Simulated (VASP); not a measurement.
A run of VASP 6.6.1:

Contents of INCAR:

```
  ALGO = Normal
  EDIFF = 1E-6
  ENCUT = 520
  GGA = PE
  ISIF = 2
  ISMEAR = 0
  LASPH = True
  LCHARG = True
  LELF = True
  LREAL = False
  LVHAR = True
  LWAVE = False
  NBANDS = 26
  NELM = 100
  PREC = Accurate
  SIGMA = 0.1
```

Contents of KPOINTS:

```
k-points
0
Gamma
  4 4 4
```

File POSCAR:

```
InSb
1.0
    3.0633140000     -3.0813730000      0.0000000000
    3.0633140000      3.0813730000      0.0000000000
    0.0000000000      0.0000000000      6.1268940000
In Sb
2 2
Direct
    0.2794110000      0.7205890000      0.2500000000
    0.7205890000      0.2794110000      0.7500000000
    0.7772050000      0.2227950000      0.2500000000
    0.2227950000      0.7772050000      0.7500000000
```

Potentials or basis: VASP PAW PBE potentials, release 64 (In_d, Sb).

Run with:

```bash
$ cat potpaw_PBE.64/In_d/POTCAR potpaw_PBE.64/Sb/POTCAR > POTCAR
$ mpirun -np 1 vasp_std > vasp.out
```

Hardware: 1 thread of AMD EPYC 7R13, on a shared host.

**Question.** How long does it take, and how much memory?

**Answer.** It took 89 s on 1 thread of AMD EPYC 7R13, on a shared host, peak memory 0.21 GiB. Counts: scf iterations 12, k points 21.
